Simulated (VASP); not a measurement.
# Al2InN3 (Cmc2_1) in VASP: a series of runs

Runs on Al2InN3. Level: PBE. Tasks: single point.

All numbers are computed with VASP 6.6.1; they aren't measurements. Logs are shortened: lines on timing, memory, paths and dates and some standing lists are left out, and cuts for length are marked.

### 1 The cell of the first run

The structure is orthorhombic, space group Cmc2_1 (No. 36). Conventional cell: a = 9.614 Å, b = 5.679 Å, c = 5.132 Å, α = 90.00°, β = 90.00°, γ = 90.00°. Al (site symmetry 1) has 4 N at 1.87 to 1.91 Å within 2.5 Å. In (site symmetry m) has 4 N at 2.14 to 2.20 Å within 2.8 Å. Within 2.5 Å of N (site symmetry 1) lie 3 Al at 1.87 to 1.91 Å and 1 In at 2.14 Å. Within 2.5 Å of N (site symmetry m) lie 2 Al at 1.87 Å and 2 In at 2.16 to 2.20 Å.

### 2 Single point, PBE (11.68 Å³/atom)

Input file INCAR:

```
SYSTEM = Al2InN3
PREC     = Accurate       ! precision mode
ENCUT    = 520            ! plane-wave cutoff, eV
EDIFF    = 1E-6           ! SCF threshold, eV
ISMEAR   = 0              ! smearing method
SIGMA    = 0.05           ! smearing width, eV
LREAL    = .False.        ! projectors in reciprocal space
LASPH    = .True.         ! aspherical terms in the spheres
NELM     = 80             ! most SCF steps
ALGO     = Normal         ! electronic algorithm
ISIF     = 2              ! what is computed and relaxed
LWAVE    = .False.        ! write WAVECAR
LCHARG   = .False.        ! write CHGCAR
GGA      = PE             ! functional
NBANDS   = 46             ! bands
```

Input file KPOINTS:

```
regular mesh
0
Gamma
  6 6 6
  0 0 0
```

Input file POSCAR:

```
Al2InN3
1.0
    4.8070171487     -2.8394634300      0.0000000000
    4.8070171487      2.8394634300      0.0000000000
    0.0000000000      0.0000000000      5.1321127435
Al In N
4 2 6
Direct
    0.0084427086      0.3348641725      0.9917411822
    0.6651358275      0.9915572914      0.9917411822
    0.9915572914      0.6651358275      0.4917411822
    0.3348641725      0.0084427086      0.4917411822
    0.3220722962      0.6779277038      0.9869930315
    0.6779277038      0.3220722962      0.4869930315
    0.0367610679      0.3336262977      0.3556963910
    0.6663737023      0.9632389321      0.3556963910
    0.9632389321      0.6663737023      0.8556963910
    0.3336262977      0.0367610679      0.8556963910
    0.2982358752      0.7017641248      0.4061317922
    0.7017641248      0.2982358752      0.9061317922
```

Potentials or basis: VASP PAW PBE potentials, release 64 (Al, In_d, N).

Started as:

```bash
$ cat potpaw_PBE.64/Al/POTCAR potpaw_PBE.64/In_d/POTCAR potpaw_PBE.64/N/POTCAR > POTCAR
$ mpirun -np 1 vasp_std > vasp.out
```

OUTCAR:

```text
SYSTEM = Al2InN3
   PREC = Accurate
   ENCUT = 520
   EDIFF = 1E-6
   ISMEAR = 0
   LREAL = .False.
   LASPH = .True.
   NELM = 80
   ISIF = 2
   GGA = PE

 ion  position               nearest neighbor table
   1  0.008  0.335  0.992-  12 1.87   7 1.87   9 1.88  10 1.91   3 3.13   3 3.13   5 3.16   6 3.16
                             4 3.17   4 3.17   6 3.20   5 3.21   2 3.21   2 3.21   2 3.30   5 3.36
   2  0.665  0.992  0.992-  12 1.87   8 1.87  10 1.88   9 1.91   4 3.13   4 3.13   5 3.16   6 3.16
                             3 3.17   3 3.17   6 3.20   5 3.21   1 3.21   1 3.21   1 3.30   5 3.36
   3  0.992  0.665  0.492-  11 1.87   9 1.87   7 1.88   8 1.91   1 3.13   1 3.13   6 3.16   5 3.16
                             2 3.17   2 3.17   5 3.20   6 3.21   4 3.21   4 3.21   4 3.30   6 3.36
   4  0.335  0.008  0.492-  11 1.87  10 1.87   8 1.88   7 1.91   2 3.13   2 3.13   6 3.16   5 3.16
                             1 3.17   1 3.17   5 3.20   6 3.21   3 3.21   3 3.21   3 3.30   6 3.36
   5  0.322  0.678  0.987-   9 2.14  10 2.14  11 2.16  12 2.20   1 3.16   2 3.16   3 3.16   4 3.16
                             3 3.20   4 3.20   1 3.21   2 3.21   6 3.27   6 3.27   2 3.36   1 3.36
   6  0.678  0.322  0.487-   7 2.14   8 2.14  12 2.16  11 2.20   3 3.16   4 3.16   1 3.16   2 3.16
                             1 3.20   2 3.20   4 3.21   3 3.21   5 3.27   5 3.27   4 3.36   3 3.36
   7  0.037  0.334  0.356-   1 1.87   3 1.88   4 1.91   6 2.14
   8  0.666  0.963  0.356-   2 1.87   4 1.88   3 1.91   6 2.14
   9  0.963  0.666  0.856-   3 1.87   1 1.88   2 1.91   5 2.14
  10  0.334  0.037  0.856-   4 1.87   2 1.88   1 1.91   5 2.14
  11  0.298  0.702  0.406-   3 1.87   4 1.87   5 2.16   6 2.20
  12  0.702  0.298  0.906-   1 1.87   2 1.87   6 2.16   5 2.20

  LATTYP: Found a base centered orthorhombic cell.
 ALAT       =     5.6789268600
 B/A-ratio  =     1.6929315229
 C/A-ratio  =     0.9037117170

  Lattice vectors:

 A1 = (  -4.8070171487,  -2.8394634300,   0.0000000000)
 A2 = (   4.8070171487,  -2.8394634300,   0.0000000000)
 A3 = (   0.0000000000,   0.0000000000,   5.1321127435)

Analysis of symmetry for initial positions (statically):
=====================================================================
 Subroutine PRICEL returns:
 Original cell was already a primitive cell.

 Routine SETGRP: Setting up the symmetry group for a
 base centered orthorhombic supercell.

 Subroutine GETGRP returns: Found  4 space group operations
 (whereof  2 operations were pure point group operations)
 out of a pool of  8 trial point group operations.

The static configuration has the point symmetry C_1h.
 The point group associated with its full space group is C_2v.

Analysis of symmetry for dynamics (positions and initial velocities):
=====================================================================
[... 145 lines left out ...]
   EFERMI =   0.00;   METHOD = LEGACY
   ISMEAR =     0;   SIGMA  =   0.05  broadening in eV -4-tet -1-fermi 0-gaus
   EFERMI_NEDOS =   21; number of points for ismear=-14 and -15
   IALGO  =     38    algorithm
   IMIX   =      4    mixing-type and parameters
     AMIX     =   0.40;   BMIX     =  1.00
     AMIX_MAG =   1.60;   BMIX_MAG =  1.00
  volume/ion in A,a.u.               =      11.68        78.79
  Fermi-wavevector in a.u.,A,eV,Ry     =   1.286565  2.431255 22.521039  1.655250
  Thomas-Fermi vector in A             =   2.418632
   LORBIT       =      0    0 simple, 1 ext, 2 COOP (PROOUT), +10 PAW based schemes
   GGA     = PE    functional components
   LHFCALC =     F    Hartree Fock is set to
   AEXX    =    0.0000 exact exchange contribution
   IVDW    =     0    specifies the selected vdW correction
   LEPSILON=     F    determine dielectric tensor
   LRPA    =     F    only Hartree local field effects (RPA)
 non-spin polarized calculation
 Gauss-broadening in eV      SIGMA  =   0.05
  energy-cutoff  :      520.00
  volume of cell :      140.10
 maximum number of plane-waves:      3797
 NGX is ok and might be reduce to    42
   NGX = 21   NGY = 21   NGZ = 19

 number of electron      67.9999997 magnetization

 Free energy of the ion-electron system (eV)
  ---------------------------------------------------
  ext. energy  EPLUGINS =         0.00000000
  ---------------------------------------------------
  free energy    TOTEN  =       -80.63366715 eV

  energy without entropy =      -80.63366715  energy(sigma->0) =      -80.63366715

 E-fermi :   6.7609     XC(G=0): -11.0460

 val. band max:        6.5274545570   @ k =   0.0000   0.0000   0.0000
 cond. band min:       8.8936869610   @ k =   0.0000   0.0000   0.0000
 fundamental gap:      2.3662324040
 Fermi energy:         6.7609285347

 k-point     1 :       0.0000    0.0000    0.0000
  band No.  band energies     occupation
      1      -8.4290      2.00000
      2      -7.7690      2.00000
      3      -7.4291      2.00000
      4      -7.2546      2.00000
      5      -7.2149      2.00000
      6      -7.0300      2.00000
[... 1165 lines left out ...]
     45      15.8145      0.00000
     46      16.0594      0.00000

 [... further k-points ...]
[... 5 lines left out ...]
  --------------------------------------------------------------------------------------
  -------------------------------------------------------------------------------------
  Total        8.8862140      1.7264483      9.2242691      0.0000000      0.0000000      0.0000000
  in kB      101.6223451     19.7435850    105.4883289      0.0000000      0.0000000      0.0000000
  external PRESSURE =      75.6180863 kB  Pullay stress =       0.0000000 kB

 VOLUME and BASIS-vectors are now :
 -----------------------------------------------------------------------------
  energy-cutoff  :      520.00
  volume of cell :      140.10
      direct lattice vectors                 reciprocal lattice vectors
     4.807017149 -2.839463430  0.000000000     0.104014607 -0.176089607  0.000000000
     4.807017149  2.839463430  0.000000000     0.104014607  0.176089607  0.000000000
     0.000000000  0.000000000  5.132112743     0.000000000  0.000000000  0.194851526

 POSITION                                       TOTAL-FORCE (eV/Angst)
 -----------------------------------------------------------------------------------
      1.65028      0.92686      5.08973         0.052911     -0.207472     -0.180345
      7.96375      0.92686      5.08973        -0.052911     -0.207472     -0.180345
      7.96375     -0.92686      2.52367        -0.052911      0.207472     -0.180345
      1.65028     -0.92686      2.52367         0.052911      0.207472     -0.180345
      4.80702      1.01044      5.06536        -0.000000     -0.268879     -0.155797
      4.80702     -1.01044      2.49930        -0.000000      0.268879     -0.155797
      1.78046      0.84294      1.82547         0.072263     -0.280223      0.186262
      7.83358      0.84294      1.82547        -0.072263     -0.280223      0.186262
      7.83358     -0.84294      4.39153        -0.072263      0.280223      0.186262
      1.78046     -0.84294      4.39153         0.072263      0.280223      0.186262
      4.80702      1.14580      2.08431        -0.000000     -0.237551      0.143963
      4.80702     -1.14580      4.65037        -0.000000      0.237551      0.143963
 -----------------------------------------------------------------------------------
    total drift:                               -0.000001     -0.000000     -0.001432

  FREE ENERGIE OF THE ION-ELECTRON SYSTEM (eV)
  ---------------------------------------------------
  free  energy   TOTEN  =       -80.6336671488 eV

  energy  without entropy=      -80.6336671488  energy(sigma->0) =      -80.63366715
```

OSZICAR:

```text
N       E                     dE             d eps       ncg     rms          rms(c)
DAV:   1     0.715011942126E+03    0.71501E+03   -0.30503E+04  4784   0.169E+03
DAV:   2     0.350926567671E+02   -0.67992E+03   -0.63106E+03  5166   0.457E+02
DAV:   3    -0.867082043377E+02   -0.12180E+03   -0.11794E+03  5500   0.185E+02
DAV:   4    -0.956689693813E+02   -0.89608E+01   -0.88670E+01  6512   0.520E+01
DAV:   5    -0.959691083257E+02   -0.30014E+00   -0.29926E+00  6314   0.981E+00    0.234E+01
DAV:   6    -0.804303967970E+02    0.15539E+02   -0.52026E+01  7596   0.637E+01    0.187E+01
DAV:   7    -0.807387176056E+02   -0.30832E+00   -0.54143E+00  5506   0.118E+01    0.562E+00
DAV:   8    -0.806648405151E+02    0.73877E-01   -0.28622E-01  7178   0.399E+00    0.432E+00
DAV:   9    -0.806331357134E+02    0.31705E-01   -0.99704E-02  7500   0.313E+00    0.459E-01
DAV:  10    -0.806327343864E+02    0.40133E-03   -0.15354E-02  6664   0.826E-01    0.404E-01
DAV:  11    -0.806332950360E+02   -0.56065E-03   -0.50053E-03  7074   0.384E-01    0.311E-01
DAV:  12    -0.806335893451E+02   -0.29431E-03   -0.44104E-04  6198   0.170E-01    0.111E-01
DAV:  13    -0.806336640179E+02   -0.74673E-04   -0.17983E-04  6294   0.100E-01    0.154E-02
DAV:  14    -0.806336665291E+02   -0.25111E-05   -0.31580E-05  6972   0.384E-02    0.155E-02
DAV:  15    -0.806336671488E+02   -0.61977E-06   -0.39359E-06  4916   0.126E-02
   1 F= -.80633667E+02 E0= -.80633667E+02  d E =-.443186E-13
```

It took 3.2 min on 1 thread of Intel Xeon 6975P-C (Granite Rapids), shared host; peak memory 0.42 GiB.

What came out:

| Quantity | Value |
| --- | --- |
| Free energy | -80.6337 eV |
| Pressure | 7.6 GPa |
| Largest force | 0.344 eV/Å |
| Band gap on the k mesh | 2.37 eV |

Forces on the atoms (eV/Å):
```
Al   0.053 -0.207 -0.180
Al  -0.053 -0.207 -0.180
Al  -0.053  0.207 -0.180
Al   0.053  0.207 -0.180
In   0.000 -0.269 -0.156
In   0.000  0.269 -0.156
N    0.072 -0.280  0.186
N   -0.072 -0.280  0.186
N   -0.072  0.280  0.186
N    0.072  0.280  0.186
N    0.000 -0.238  0.144
N    0.000  0.238  0.144
```

Stress tensor (GPa, compression positive):
```
10.16  0.00  0.00
 0.00  1.97  0.00
 0.00  0.00 10.55
```

Caveat: the stress differs along the axes, from 2 to 11 GPa; spin-orbit coupling is left out, which moves the levels of the heavy elements. A k mesh can miss the band edges.

### 3 Single point, PBE (11.68 Å³/atom)

Input file INCAR:

```
SYSTEM = Al2InN3
  PREC = Accurate
  ENCUT = 520
  EDIFF = 1E-7
  ISMEAR = 0
  SIGMA = 0.05
  LREAL = .FALSE.
  LASPH = .TRUE.
  NELM = 60
  ALGO = Normal
  ISIF = 2
  LWAVE = .FALSE.
  LCHARG = .FALSE.
  GGA = PE
  NBANDS = 46
```

Input file KPOINTS:

```
Automatic mesh
0
G
  6 6 6
  0 0 0
```

Changes to POSCAR since step 2:

```diff
@@ -2,5 +2,5 @@
 1.0
-    4.8070171487     -2.8394634300      0.0000000000
-    4.8070171487      2.8394634300      0.0000000000
-    0.0000000000      0.0000000000      5.1321127435
+    4.9813380361     -2.6442078745      0.0000000000
+    4.9813380361      2.6442078745      0.0000000000
+    0.0000000000      0.0000000000      5.3182228446
 Al In N
```

Potentials or basis: VASP PAW PBE potentials, release 64 (Al, In_d, N).

Started as:

```bash
$ cat potpaw_PBE.64/Al/POTCAR potpaw_PBE.64/In_d/POTCAR potpaw_PBE.64/N/POTCAR > POTCAR
$ mpirun -np 1 vasp_std > vasp.out
```

OUTCAR:

```text
SYSTEM = Al2InN3
   PREC = Accurate
   ENCUT = 520
   EDIFF = 1E-7
   ISMEAR = 0
   LREAL = .FALSE.
   LASPH = .TRUE.
   NELM = 60
   ISIF = 2
   GGA = PE

 ion  position               nearest neighbor table
   1  0.008  0.335  0.992-  10 1.80   9 1.88  12 1.91   7 1.94   2 3.07   2 3.07   5 3.08   4 3.17
                             4 3.17   5 3.21   3 3.22   3 3.22   6 3.25   5 3.27   6 3.29
   2  0.665  0.992  0.992-   9 1.80  10 1.88  12 1.91   8 1.94   1 3.07   1 3.07   5 3.08   3 3.17
                             3 3.17   5 3.21   4 3.22   4 3.22   6 3.25   5 3.27   6 3.29
   3  0.992  0.665  0.492-   8 1.80   7 1.88  11 1.91   9 1.94   4 3.07   4 3.07   6 3.08   2 3.17
                             2 3.17   6 3.21   1 3.22   1 3.22   5 3.25   6 3.27   5 3.29
   4  0.335  0.008  0.492-   7 1.80   8 1.88  11 1.91  10 1.94   3 3.07   3 3.07   6 3.08   1 3.17
                             1 3.17   6 3.21   2 3.22   2 3.22   5 3.25   6 3.27   5 3.29
   5  0.322  0.678  0.987-  12 2.05  10 2.18   9 2.18  11 2.23   1 3.08   2 3.08   2 3.21   1 3.21
                             3 3.25   4 3.25   6 3.26   6 3.26   1 3.27   2 3.27   3 3.29   4 3.29
   6  0.678  0.322  0.487-  11 2.05   8 2.18   7 2.18  12 2.23   4 3.08   3 3.08   4 3.21   3 3.21
                             1 3.25   2 3.25   5 3.26   5 3.26   3 3.27   4 3.27   1 3.29   2 3.29
   7  0.037  0.334  0.356-   4 1.80   3 1.88   1 1.94   6 2.18
   8  0.666  0.963  0.356-   3 1.80   4 1.88   2 1.94   6 2.18
   9  0.963  0.666  0.856-   2 1.80   1 1.88   3 1.94   5 2.18
[... 1402 lines left out ...]
  -------------------------------------------------------------------------------------
  Total        0.7260512     23.3424400     -1.2520084      0.0000000      0.0000000      0.0000000
  in kB        8.3030885    266.9430989    -14.3179119      0.0000000      0.0000000      0.0000000
  external PRESSURE =      86.9760918 kB  Pullay stress =       0.0000000 kB

 VOLUME and BASIS-vectors are now :
 -----------------------------------------------------------------------------
  energy-cutoff  :      520.00
  volume of cell :      140.10
      direct lattice vectors                 reciprocal lattice vectors
     4.981338036 -2.644207875  0.000000000     0.100374638 -0.189092546  0.000000000
     4.981338036  2.644207875  0.000000000     0.100374638  0.189092546  0.000000000
     0.000000000  0.000000000  5.318222845     0.000000000  0.000000000  0.188032737

 POSITION                                       TOTAL-FORCE (eV/Angst)
 -----------------------------------------------------------------------------------
      1.71013      0.86313      5.27430        -0.122636      0.844423      0.563275
      8.25255      0.86313      5.27430         0.122636      0.844423      0.563275
      8.25255     -0.86313      2.61519         0.122636     -0.844423      0.563275
      1.71013     -0.86313      2.61519        -0.122636     -0.844423      0.563275
      4.98134      0.94096      5.24905        -0.000000      1.209545      0.370520
      4.98134     -0.94096      2.58994        -0.000000     -1.209545      0.370520
      1.84502      0.78497      1.89167        -0.083801      0.972391     -0.643424
      8.11765      0.78497      1.89167         0.083801      0.972391     -0.643424
      8.11765     -0.78497      4.55078         0.083801     -0.972391     -0.643424
      1.84502     -0.78497      4.55078        -0.083801     -0.972391     -0.643424
      4.98134      1.06701      2.15990        -0.000000      1.140655     -0.210221
      4.98134     -1.06701      4.81901        -0.000000     -1.140655     -0.210221
 -----------------------------------------------------------------------------------
    total drift:                               -0.000000     -0.000000      0.001389

  FREE ENERGIE OF THE ION-ELECTRON SYSTEM (eV)
  ---------------------------------------------------
  free  energy   TOTEN  =       -80.0764571824 eV

  energy  without entropy=      -80.0764571824  energy(sigma->0) =      -80.07645718
```

Run time: 4.3 min. Hardware: 1 thread of Intel Xeon 6975P-C (Granite Rapids), shared host; peak memory 0.42 GiB.

Results:

* Free energy: -80.0765 eV
* Pressure: 8.7 GPa
* Largest force: 1.265 eV/Å
* Band gap on the k mesh: 2.20 eV

Forces on the atoms (eV/Å):
```
Al  -0.123  0.844  0.563
Al   0.123  0.844  0.563
Al   0.123 -0.844  0.563
Al  -0.123 -0.844  0.563
In   0.000  1.210  0.371
In   0.000 -1.210  0.371
N   -0.084  0.972 -0.643
N    0.084  0.972 -0.643
N    0.084 -0.972 -0.643
N   -0.084 -0.972 -0.643
N    0.000  1.141 -0.210
N    0.000 -1.141 -0.210
```

Stress tensor (GPa, compression positive):
```
 0.83  0.00  0.00
 0.00 26.69  0.00
 0.00  0.00 -1.43
```

Caveat: the stress differs along the axes, from -1 to 27 GPa; spin-orbit coupling is left out, which moves the levels of the heavy elements; forces of over 1 eV/Å act on the atoms, so gaps and moduli don't describe the material at rest.

### 4 Single point, PBE (13.14 Å³/atom)

This run uses another cell than the first one, of 13.14 Å³/atom.

Input file INCAR:

```
  PREC = Accurate
  ENCUT = 520
  EDIFF = 1E-7
  ISMEAR = 0
  SIGMA = 0.05
  LREAL = F
  LASPH = T
  NELM = 100
  ALGO = Normal
  ISIF = 2
  LWAVE = F
  LCHARG = F
  GGA = PE
  NBANDS = 46
```

Input file KPOINTS:

```
Automatic mesh
0
Gamma
  6 6 6
```

Changes to POSCAR since step 3:

```diff
@@ -2,5 +2,5 @@
 1.0
-    4.9813380361     -2.6442078745      0.0000000000
-    4.9813380361      2.6442078745      0.0000000000
-    0.0000000000      0.0000000000      5.3182228446
+    5.1349339855     -2.7995683889      0.0000000000
+    5.1349339855      2.7995683889      0.0000000000
+    0.0000000000      0.0000000000      5.4822063930
 Al In N
```

Started as:

```bash
$ cat potpaw_PBE.64/Al/POTCAR potpaw_PBE.64/In_d/POTCAR potpaw_PBE.64/N/POTCAR > POTCAR
$ mpirun -np 1 vasp_std > vasp.out
```

Run time: 7.4 min. Hardware: 1 thread of Intel Xeon Platinum 8488C (Sapphire Rapids), shared host; peak memory 0.49 GiB.

It converged, with:

- Free energy: -80.1844 eV
- Pressure: -10.7 GPa
- Largest force: 0.430 eV/Å
- Band gap on the k mesh: 1.65 eV

Forces on the atoms (eV/Å):
```
Al  -0.048  0.270  0.169
Al   0.048  0.270  0.169
Al   0.048 -0.270  0.169
Al  -0.048 -0.270  0.169
In   0.000  0.380  0.164
In   0.000 -0.380  0.164
N   -0.039  0.356 -0.201
N    0.039  0.356 -0.201
N    0.039 -0.356 -0.201
N   -0.039 -0.356 -0.201
N    0.000  0.418 -0.100
N    0.000 -0.418 -0.100
```

Stress tensor (GPa, compression positive):
```
-14.90   0.00   0.00
  0.00  -2.14   0.00
  0.00   0.00 -14.99
```

Levels at points of the mesh, in eV from the valence-band top:
| k point | band 31 | band 32 | band 33 | band 34 | band 35 | band 36 | band 37 | band 38 |
| --- | --- | --- | --- | --- | --- | --- | --- | --- |
| (0.00, 0.00, 0.00) | -0.45 | -0.17 | -0.10 | 0.00 | 1.65 | 3.88 | 4.97 | 5.42 |
| (0.50, 0.00, 0.00) | -0.72 | -0.62 | -0.54 | -0.24 | 3.77 | 4.05 | 5.36 | 5.65 |
| (0.50, 0.50, 0.00) | -0.77 | -0.54 | -0.48 | -0.43 | 3.36 | 4.12 | 4.94 | 5.63 |
| (0.00, 0.00, 0.50) | -0.44 | -0.44 | -0.14 | -0.14 | 3.71 | 3.71 | 6.14 | 6.14 |
| (0.50, 0.00, 0.50) | -0.79 | -0.79 | -0.58 | -0.58 | 4.06 | 4.06 | 5.10 | 5.10 |
| (0.50, 0.50, 0.50) | -0.88 | -0.88 | -0.72 | -0.72 | 4.01 | 4.01 | 5.04 | 5.04 |

Caveat: the stress differs along the axes, from -15 to -2 GPa; spin-orbit coupling is left out, which moves the levels of the heavy elements.

### 5 The runs side by side

| cell | gap on the mesh (eV) | pressure (GPa) | largest force (eV/Å) |
| --- | --- | --- | --- |
| a = 5.583, b = 5.583, c = 5.132 Å, angles 90.0, 90.0, 61.1°, 12 atoms | 2.37 | 7.6 | 0.34 |
| a = 5.640, b = 5.640, c = 5.318 Å, angles 90.0, 90.0, 55.9°, 12 atoms | 2.20 | 8.7 | 1.27 |
| a = 5.849, b = 5.849, c = 5.482 Å, angles 90.0, 90.0, 57.2°, 12 atoms | 1.65 | -10.7 | 0.43 |

Alike in all rows: task single point; level PBE; potentials or basis VASP PAW PBE potentials, release 64 (Al, In_d, N); no spin polarisation; k mesh 6 × 6 × 6; cutoff (eV) 520; smearing gaussian 0.05 eV.

Caveats: spin-orbit coupling is left out, which moves the levels of the heavy elements; the stress differs along the axes, from 2 to 11 GPa (at least some runs); the stress differs along the axes, from -1 to 27 GPa (at least some runs); forces of over 1 eV/Å act on the atoms, so gaps and moduli don't describe the material at rest (at least some runs); the stress differs along the axes, from -15 to -2 GPa (at least some runs).

Absolute energies hang on the potentials; compare differences alone.
